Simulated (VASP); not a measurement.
# Sc2B2Sb (P-3m1) in VASP: further runs, part 3 of 3

VASP 6.6.1. The steps go on from the part before.

### Step 4. Single point, PBE

This run uses another cell than the first one, of 16.71 Å³/atom.

Contents of INCAR:

```
PREC     = Accurate       # precision mode
ENCUT    = 520            # plane-wave cutoff, eV
EDIFF    = 1E-6           # SCF threshold, eV
ISMEAR   = 0              # smearing method
SIGMA    = 0.1            # smearing width, eV
LREAL    = False          # projectors in reciprocal space
LASPH    = True           # aspherical terms in the spheres
NELM     = 100            # most SCF steps
ALGO     = Fast           # electronic algorithm
ISIF     = 2              # what is computed and relaxed
LWAVE    = False          # write WAVECAR
LCHARG   = False          # write CHGCAR
GGA      = PE             # functional
NBANDS   = 24             # bands
```

Contents of KPOINTS:

```
regular mesh
0
Gamma
  12 12 8
```

Contents of POSCAR:

```
Sc2B2Sb
1.0
    4.2802651733      0.0000000000      0.0000000000
   -2.1401325867      3.7068183750      0.0000000000
    0.0000000000      0.0000000000      5.2654953868
Sc B Sb
2 2 1
Direct
    0.6666666667      0.3333333333      0.2883711687
    0.3333333333      0.6666666667      0.7116288313
    0.6666666667      0.3333333333      0.7466089299
    0.3333333333      0.6666666667      0.2533910701
    0.0000000000      0.0000000000      0.0000000000
```

Potentials or basis: VASP PAW PBE potentials, release 64 (Sc_sv, B, Sb).

Command:

```console
cat potpaw_PBE.64/Sc_sv/POTCAR potpaw_PBE.64/B/POTCAR potpaw_PBE.64/Sb/POTCAR > POTCAR
mpirun -np 1 vasp_std > vasp.out
```

OUTCAR:

```text
PREC = Accurate
   ENCUT = 520
   EDIFF = 1E-6
   ISMEAR = 0
   LREAL = False
   LASPH = True
   NELM = 100
   ISIF = 2
   GGA = PE

 ion  position               nearest neighbor table
   1  0.667  0.333  0.288-   3 2.41   4 2.48   4 2.48   4 2.48   5 2.90   5 2.90   5 2.90   2 3.33
                             2 3.33   2 3.33
   2  0.333  0.667  0.712-   4 2.41   3 2.48   3 2.48   3 2.48   5 2.90   5 2.90   5 2.90   1 3.33
                             1 3.33   1 3.33
   3  0.667  0.333  0.747-   1 2.41   2 2.48   2 2.48   2 2.48   5 2.81   5 2.81   5 2.81
   4  0.333  0.667  0.253-   2 2.41   1 2.48   1 2.48   1 2.48   5 2.81   5 2.81   5 2.81
   5  0.000  0.000  0.000-   3 2.81   4 2.81   3 2.81   4 2.81   3 2.81   4 2.81   1 2.90   2 2.90
                             2 2.90   1 2.90   1 2.90   2 2.90

  LATTYP: Found a hexagonal cell.
 ALAT       =     4.2802651733
 C/A-ratio  =     1.2301797140

  Lattice vectors:

 A1 = (   4.2802651733,   0.0000000000,   0.0000000000)
 A2 = (  -2.1401325867,   3.7068183750,   0.0000000000)
 A3 = (   0.0000000000,   0.0000000000,   5.2654953868)

Analysis of symmetry for initial positions (statically):
=====================================================================
 Subroutine PRICEL returns:
 Original cell was already a primitive cell.

 Routine SETGRP: Setting up the symmetry group for a
 hexagonal supercell.

 Subroutine GETGRP returns: Found 12 space group operations
 (whereof 12 operations were pure point group operations)
 out of a pool of 24 trial point group operations.

The static configuration has the point symmetry D_3d.

Analysis of symmetry for dynamics (positions and initial velocities):
=====================================================================
 Subroutine PRICEL returns:
 Original cell was already a primitive cell.

 Routine SETGRP: Setting up the symmetry group for a
 hexagonal supercell.

 Subroutine GETGRP returns: Found 12 space group operations
 (whereof 12 operations were pure point group operations)
 out of a pool of 24 trial point group operations.

The dynamic configuration has the point symmetry D_3d.

 Subroutine INISYM returns: Found 12 space group operations
 (whereof 12 operations are pure point group operations),
 and found     1 'primitive' translations

----------------------------------------------------------------------------------------

                                     Primitive cell

  volume of cell :      83.5432

  direct lattice vectors                    reciprocal lattice vectors
     4.280265173  0.000000000  0.000000000     0.233630385  0.134886566  0.000000000
    -2.140132587  3.706818375  0.000000000     0.000000000  0.269773131  0.000000000
     0.000000000  0.000000000  5.265495387     0.000000000  0.000000000  0.189915654

  length of vectors
     4.280265173  4.280265173  5.265495387     0.269773131  0.269773131  0.189915654

  position of ions in fractional coordinates (direct lattice)
     0.666666667  0.333333333  0.288371169
     0.333333333  0.666666667  0.711628831
     0.666666667  0.333333333  0.746608930
     0.333333333  0.666666667  0.253391070
     0.000000000  0.000000000  0.000000000

  ion indices of the primitive-cell ions
   primitive index   ion index
                 1           1
                 2           2
                 3           3
                 4           4
                 5           5

----------------------------------------------------------------------------------------

 KPOINTS: regular mesh

Automatic generation of k-mesh.
 Grid dimensions read from file:
 generate k-points for:   12   12    8

 Generating k-lattice:

  Cartesian coordinates                     Fractional coordinates (reciprocal lattice)
     0.019469199  0.011240547  0.000000000     0.083333333 -0.000000000  0.000000000
     0.000000000  0.022481094  0.000000000     0.000000000  0.083333333  0.000000000
     0.000000000  0.000000000  0.023739457     0.000000000  0.000000000  0.125000000

  Length of vectors
     0.022481094  0.022481094  0.023739457

  Shift w.r.t. Gamma in fractional coordinates (k-lattice)
     0.000000000  0.000000000  0.000000000

 Subroutine IBZKPT returns following result:
 ===========================================

 Found    131 irreducible k-points:

 Following reciprocal coordinates:
            Coordinates               Weight
  0.000000  0.000000  0.000000      1.000000
  0.083333  0.000000  0.000000      6.000000
  0.166667 -0.000000  0.000000      6.000000
  0.250000 -0.000000  0.000000      6.000000
  0.333333  0.000000  0.000000      6.000000
  0.416667 -0.000000  0.000000      6.000000
[... 16 lines left out ...]
  0.166667 -0.000000  0.125000      6.000000
  0.000000  0.166667  0.125000      6.000000
 [... further k-points ...]
   k-points           NKPTS =    131   k-points in BZ     NKDIM =    131   number of bands    NBANDS=     24
   number of dos      NEDOS =    301   number of ions     NIONS =      5
   total plane-waves  NPLWV =  40960
   dimension x,y,z NGX =    32 NGY =   32 NGZ =   40
   dimension x,y,z NGXF=    64 NGYF=   64 NGZF=   80
   ions per type =               2   2   1
   NGX,Y,Z   is equivalent  to a cutoff of  12.43, 12.43, 12.63 a.u.
   NGXF,Y,Z  is equivalent  to a cutoff of  24.86, 24.86, 25.26 a.u.
 SYSTEM =  unknown system
   PREC   = accura    normal or accurate (medium, high low for compatibility)
   ISTART =      0    job   : 0-new  1-cont  2-samecut
   ICHARG =      2    charge: 1-file 2-atom 10-const
   ISPIN  =      1    spin polarized calculation?
   LNONCOLLINEAR =      F non collinear calculations
   LSORBIT =      F    spin-orbit coupling
   LASPH  =      T    aspherical Exc in radial PAW
   ENCUT  =  520.0 eV  38.22 Ry    6.18 a.u.   7.96  7.96  9.79*2*pi/ulx,y,z
   NELM   =    100;   NELMIN=  2; NELMDL= -5     # of ELM steps
   EDIFF  = 0.1E-05   stopping-criterion for ELM
   LREAL  =      F    real-space projection
[... 7 lines left out ...]
   TEBEG  =    0.0;   TEEND  =   0.0 temperature during run
   PSTRESS=    0.0 pullay stress
   NELECT =      33.0000    total number of electrons
   NUPDOWN=      -1.0000    fix difference up-down
   EMIN   =  10.00;   EMAX   =-10.00  energy-range for DOS
   EFERMI =   0.00;   METHOD = LEGACY
   ISMEAR =     0;   SIGMA  =   0.10  broadening in eV -4-tet -1-fermi 0-gaus
   EFERMI_NEDOS =   21; number of points for ismear=-14 and -15
   IALGO  =     68    algorithm
   IMIX   =      4    mixing-type and parameters
     AMIX     =   0.40;   BMIX     =  1.00
     AMIX_MAG =   1.60;   BMIX_MAG =  1.00
  volume/ion in A,a.u.               =      16.71       112.76
  Fermi-wavevector in a.u.,A,eV,Ry     =   1.201183  2.269906 19.631029  1.442840
  Thomas-Fermi vector in A             =   2.336998
   LORBIT       =      0    0 simple, 1 ext, 2 COOP (PROOUT), +10 PAW based schemes
   GGA     = PE    functional components
   LHFCALC =     F    Hartree Fock is set to
   AEXX    =    0.0000 exact exchange contribution
   IVDW    =     0    specifies the selected vdW correction
   LEPSILON=     F    determine dielectric tensor
   LRPA    =     F    only Hartree local field effects (RPA)
 non-spin polarized calculation
 RMM-DIIS sequential band-by-band and
 Gauss-broadening in eV      SIGMA  =   0.10
  energy-cutoff  :      520.00
  volume of cell :       83.54
 maximum number of plane-waves:      2304
   NGX = 15   NGY = 15   NGZ = 19

 number of electron      33.0000005 magnetization

 Free energy of the ion-electron system (eV)
  ---------------------------------------------------
  ext. energy  EPLUGINS =         0.00000000
  ---------------------------------------------------
  free energy    TOTEN  =       -29.04281960 eV

  energy without entropy =      -29.02705497  energy(sigma->0) =      -29.03493729

 E-fermi :   6.2731     XC(G=0): -10.6481

 val. band max:        6.2707137932   @ k =   0.2500  -0.0000   0.1250
 cond. band min:       6.2797371095   @ k =   0.3333   0.1667   0.2500
 fundamental gap:      0.0090233163
 Fermi energy:         6.2731209412

 k-point     1 :       0.0000    0.0000    0.0000
  band No.  band energies     occupation
      1     -42.9824      2.00000
      2     -42.9542      2.00000
      3     -21.7030      2.00000
      4     -21.7030      2.00000
      5     -21.6786      2.00000
      6     -21.6421      2.00000
[... 16 lines left out ...]
     23       8.6241      0.00000
     24      10.8180      0.00000
[... 598 lines left out ...]
      2     -42.9559      2.00000
      3     -21.7124      2.00000
      4     -21.7092      2.00000
      5     -21.6767      2.00000
      6     -21.6405      2.00000
[... 16 lines left out ...]
     23       9.2753      0.00000
     24       9.8623      0.00000

 [... further k-points ...]
[... 5 lines left out ...]
  --------------------------------------------------------------------------------------
  -------------------------------------------------------------------------------------
  Total        0.0716028      0.0716028      0.0549621     -0.0000000      0.0000000      0.0000000
  in kB        1.3731852      1.3731852      1.0540536     -0.0000000      0.0000000      0.0000000
  external PRESSURE =       1.2668080 kB  Pullay stress =       0.0000000 kB

 VOLUME and BASIS-vectors are now :
 -----------------------------------------------------------------------------
  energy-cutoff  :      520.00
  volume of cell :       83.54
      direct lattice vectors                 reciprocal lattice vectors
     4.280265173  0.000000000  0.000000000     0.233630385  0.134886566  0.000000000
    -2.140132587  3.706818375  0.000000000     0.000000000  0.269773131  0.000000000
     0.000000000  0.000000000  5.265495387     0.000000000  0.000000000  0.189915654

 POSITION                                       TOTAL-FORCE (eV/Angst)
 -----------------------------------------------------------------------------------
      2.14013      1.23561      1.51842         0.000000     -0.000000      0.000576
     -0.00000      2.47121      3.74708        -0.000000      0.000000     -0.000576
      2.14013      1.23561      3.93127         0.000000      0.000000      0.003659
     -0.00000      2.47121      1.33423        -0.000000     -0.000000     -0.003659
      0.00000      0.00000      0.00000        -0.000000     -0.000000      0.000000
 -----------------------------------------------------------------------------------
    total drift:                               -0.000000      0.000000      0.000000

  FREE ENERGIE OF THE ION-ELECTRON SYSTEM (eV)
  ---------------------------------------------------
  free  energy   TOTEN  =       -29.0428196012 eV

  energy  without entropy=      -29.0270549750  energy(sigma->0) =      -29.03493729
```

Run time: 6.9 min. Hardware: 1 thread of Oxide Virtual Turin-like, shared host; peak memory 0.36 GiB.

What came out:

```yaml
Free_energy: -29.0428 eV
Pressure: 0.1 GPa
Largest_force: 0.004 eV/Å
Band_gap_on_the_k_mesh: zero (an odd number of electrons rules out a gap without spin polarisation)
```

Forces on the atoms (eV/Å):
```
Sc   0.000  0.000  0.001
Sc   0.000  0.000 -0.001
B    0.000  0.000  0.004
B    0.000  0.000 -0.004
Sb   0.000  0.000  0.000
```

Caveat: spin-orbit coupling is left out, which moves the levels of the heavy elements; an odd number of electrons without spin polarisation forces a metal; a magnetic or distorted state may lie lower.

### Step 5. Relaxation of cell and atoms, PBE

This run uses another cell than the first one, of 16.73 Å³/atom.

Contents of INCAR:

```
SYSTEM = Sc2B2Sb
  ALGO = Fast
  EDIFF = 1E-7
  EDIFFG = -0.01
  ENCUT = 600
  GGA = PE
  IBRION = 2
  ISIF = 3
  ISMEAR = 0
  LASPH = .True.
  LCHARG = .False.
  LREAL = .False.
  LWAVE = .False.
  NELM = 80
  NSW = 100
  PREC = Accurate
  SIGMA = 0.1
```

Contents of KPOINTS:

```
k-points
0
Gamma
  12 12 8
  0 0 0
```

Contents of POSCAR:

```
Sc2B2Sb
1.0
    4.2603099577      0.0000000000      0.0000000000
   -2.1301549789      3.6895366514      0.0000000000
    0.0000000000      0.0000000000      5.3204225668
Sc B Sb
2 2 1
Direct
    0.6666666667      0.3333333333      0.2912992761
    0.3333333333      0.6666666667      0.7087007239
    0.6666666667      0.3333333333      0.7431456628
    0.3333333333      0.6666666667      0.2568543372
    0.0000000000      0.0000000000      0.0000000000
```

Command:

```console
cat potpaw_PBE.64/Sc_sv/POTCAR potpaw_PBE.64/B/POTCAR potpaw_PBE.64/Sb/POTCAR > POTCAR
mpirun -np 1 vasp_std > vasp.out
```

Run time: 55 min. Hardware: 1 thread of Oxide Virtual Turin-like, shared host; peak memory 0.44 GiB.

Results (log left out):

```yaml
Free_energy: -29.0446 eV
Relaxed_volume: 16.74 Å³/atom
Relaxed_cell: a = 4.284 Å, b = 4.284 Å, c = 5.266 Å, α = 90.00°, β = 90.00°, γ = 120.00°
Space_group_after_relaxing_to_0.1_Å: P-3m1 (No. 164)
Energy_gained_by_relaxing: 0.6 meV/atom
Ionic_steps: 9
Pressure_after_relaxing: 0.0 GPa
Band_gap_on_the_k_mesh: zero (an odd number of electrons rules out a gap without spin polarisation)
```

Forces in eV/Å, atoms in the order of the input:
```
Sc   0.000  0.000  0.002
Sc   0.000  0.000 -0.002
B    0.000  0.000  0.000
B    0.000  0.000  0.000
Sb   0.000  0.000  0.000
```

The path:
| step | energy change (eV) | largest force (eV/Å) | pressure (GPa) | volume (Å³) |
| --- | --- | --- | --- | --- |
| 1 | 0.0000 | 0.0621 | 0.21 | 83.63 |
| 2 | -0.0008 | 0.0387 | -0.09 | 83.89 |
| 3 | -0.0010 | 0.0239 | -0.30 | 84.07 |
| 4 | -0.0016 | 0.0183 | -0.23 | 83.98 |
| 5 | -0.0026 | 0.0056 | -0.07 | 83.78 |
| 6 | -0.0021 | 0.0483 | 0.29 | 83.36 |
| 7 | -0.0028 | 0.0178 | 0.05 | 83.64 |
| 8 | -0.0028 | 0.0194 | 0.06 | 83.62 |
| 9 | -0.0029 | 0.0020 | -0.01 | 83.69 |

Final structure:
```
CELL_PARAMETERS angstrom
4.28399 0.00000 0.00000
-2.14200 3.71005 0.00000
0.00000 0.00000 5.26564
ATOMIC_POSITIONS crystal
Sc 0.66667 0.33333 0.28822
Sc 0.33333 0.66667 0.71178
B 0.66667 0.33333 0.74667
B 0.33333 0.66667 0.25333
Sb 0.00000 0.00000 0.00000
```

Levels at points of the mesh, in eV from the Fermi level:
| k point | band 12 | band 13 | band 14 | band 15 | band 16 | band 17 | band 18 | band 19 | band 20 |
| --- | --- | --- | --- | --- | --- | --- | --- | --- | --- |
| (0.00, 0.00, 0.00) | -3.17 | -3.17 | -1.76 | -1.76 | -0.99 | 0.12 | 0.76 | 0.76 | 0.76 |
| (0.50, 0.00, 0.00) | -3.65 | -3.63 | -2.49 | -1.73 | -0.10 | 0.03 | 0.13 | 0.82 | 1.65 |
| (0.00, 0.00, 0.50) | -3.30 | -3.30 | -2.04 | -2.04 | -1.31 | -0.97 | 0.47 | 1.56 | 1.56 |
| (0.50, 0.00, 0.50) | -4.65 | -3.74 | -2.73 | -1.84 | -0.81 | 0.15 | 0.63 | 1.14 | 1.56 |

Caveat: spin-orbit coupling is left out, which moves the levels of the heavy elements; an odd number of electrons without spin polarisation forces a metal; a magnetic or distorted state may lie lower.

### Step 6. Summary

```tsv
task	cell	k mesh	cutoff (eV)	gap on the mesh (eV)	pressure (GPa)	largest force (eV/Å)
single point	a = 3.567, b = 3.567, c = 6.341 Å, angles 90.0, 90.0, 120.0°, 5 atoms, atomic positions A	6 × 6 × 4	520	none	40.1	5.17
single point	a = 4.260, b = 4.260, c = 5.320 Å, angles 90.0, 90.0, 120.0°, 5 atoms, atomic positions B	6 × 6 × 4	520	none	0.3	0.03
single point	a = 4.280, b = 4.280, c = 5.265 Å, angles 90.0, 90.0, 120.0°, 5 atoms, atomic positions C	12 × 12 × 8	520	none	0.1	-
relaxation of cell and atoms	relaxed from a = 4.260, b = 4.260, c = 5.320 Å, angles 90.0, 90.0, 120.0°, 5 atoms, atomic positions B	12 × 12 × 8	600	none	0.0	-
```

Alike in all rows: level PBE; potentials or basis VASP PAW PBE potentials, release 64 (Sc_sv, B, Sb); no spin polarisation; smearing gaussian 0.1 eV.

Caveats: spin-orbit coupling is left out, which moves the levels of the heavy elements; an odd number of electrons without spin polarisation forces a metal; a magnetic or distorted state may lie lower; the cell stands under pressure (at least some runs).

Absolute energies hang on the potentials; compare differences alone.

The gap in the log of VASP goes by the Fermi energy; the results here count the filled bands.